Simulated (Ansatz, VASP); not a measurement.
**Re in VASP and in Ansatz**

Contents of INCAR:

```
PREC     = Accurate       # precision mode
ENCUT    = 520            # plane-wave cutoff, eV
EDIFF    = 1E-6           # SCF threshold, eV
ISMEAR   = 0              # smearing method
SIGMA    = 0.027000000000000003 # smearing width, eV
LREAL    = False          # projectors in reciprocal space
LASPH    = True           # aspherical terms in the spheres
NELM     = 80             # most SCF steps
ALGO     = Normal         # electronic algorithm
ISIF     = 2              # what is computed and relaxed
LWAVE    = False          # write WAVECAR
LCHARG   = False          # write CHGCAR
GGA      = PE             # functional
NBANDS   = 14             # bands
```

The input KPOINTS:

```
regular mesh
0
Gamma
  11 11 6
```

Contents of POSCAR:

```
Re
1.0
    2.7608000000      0.0000000000      0.0000000000
   -1.3804000000      2.3909229348      0.0000000000
    0.0000000000      0.0000000000      4.4582000000
Re
2
Direct
    0.6666666667      0.3333333333      0.7500000000
    0.3333333333      0.6666666667      0.2500000000
```

Contents of input.yaml:

```yaml
crystal:
  lattice:
    - [2.7608, 0.0, 0.0]
    - [-1.3804, 2.3909229348, 0.0]
    - [0.0, 0.0, 4.4582]
  atoms:
    - { symbol: Re, position: [0.6666666667, 0.3333333333, 0.75] }
    - { symbol: Re, position: [0.3333333333, 0.6666666667, 0.25] }
hamiltonian:
  xc: pbe
  pseudopotentials: { kind: paw }
kpoints:
  mp_grid: { grid: [11, 11, 6] }
scf:
  occupations: { method: gaussian, width: 0.027 }
output:
  forces: true
  stress: true
  eigenvalues: true
```

Alike in both runs: task single point; functional PBE; k mesh 11 × 11 × 6; occupations gaussian, width 0.027 eV; no spin polarisation.

|  | VASP | Ansatz |
| --- | --- | --- |
| version | VASP 6.6.1 | Ansatz 0.2.0 |
| potentials or method | VASP PAW PBE potentials, release 64 (Re) | Ansatz PAW |
| plane-wave cutoff (eV) | 520 | 420 |
| valence electrons in the cell | 14 | 30 |

Ansatz gave:

| Item | Value |
| --- | --- |
| gap on the k mesh at the Fermi level (eV) | none |
| pressure (GPa) | 5.8 |
| traceless stress, the component that is largest in VASP (GPa) | -0.52 |

**Question.** What did VASP give for the same quantities?

**Answer.** gap on the k mesh at the Fermi level (eV): none; pressure (GPa): 5.4; traceless stress, the component that is largest in VASP (GPa): -0.64.

A gap of «none» marks a metal or a gap that the smearing closes. VASP's potentials hold 14 valence electrons a cell and Ansatz's 30, so a difference there can come from the potentials and not from the codes.

Spin-orbit coupling is off throughout.
